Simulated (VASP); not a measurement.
Set up this calculation in VASP 6.6.1, as the native input.

```yaml
Task: single point
Functional: LDA
Potentials_or_basis: VASP PAW LDA potentials, release 64 (Hg)
Cutoff: 520 eV
k_mesh: 14 × 14 × 14
Occupations: fermi-dirac, width 0.1 eV
Spin: no spin polarisation
Dipole_correction: no
Further_INCAR_settings: ALGO = Normal; EDIFF = 1e-06; NBANDS = 12
```

The structure of Hg lies in POSCAR:

```
Hg
1.0
    0.0000000000      2.3105505580      2.3105505580
    2.3105505580      0.0000000000      2.3105505580
    2.3105505580      2.3105505580      0.0000000000
Hg
1
Direct
    0.0000000000      0.0000000000      0.0000000000
```

This cell differs from its parent crystal: volume scaled by 1.12.

These files were run (other wordings do the same):

INCAR

```
PREC = Accurate
ENCUT = 520
EDIFF = 1E-6
ISMEAR = -1
SIGMA = 0.1
LREAL = F
LASPH = T
NELM = 100
ALGO = Normal
ISIF = 2
LWAVE = F
LCHARG = F
NBANDS = 12
```

KPOINTS

```
Automatic mesh
0
Gamma
  14 14 14
```

Potentials or basis: VASP PAW LDA potentials, release 64 (Hg).

The run is started by

```bash
$ cat potpaw_LDA.64/Hg/POTCAR > POTCAR
$ mpirun -np 1 vasp_std > vasp.out
```

It gave:

```yaml
Pressure: -3.5 GPa
Band_gap_on_the_k_mesh: zero (band 6 reaches 2.35 eV, above the bottom of band 7 at 0.68 eV)
```

Caveat: spin-orbit coupling is left out, which moves the levels of the heavy elements.

Run time: 10 s on 1 thread of Intel Xeon 6975P-C (shared host), peak memory 0.15 GiB.
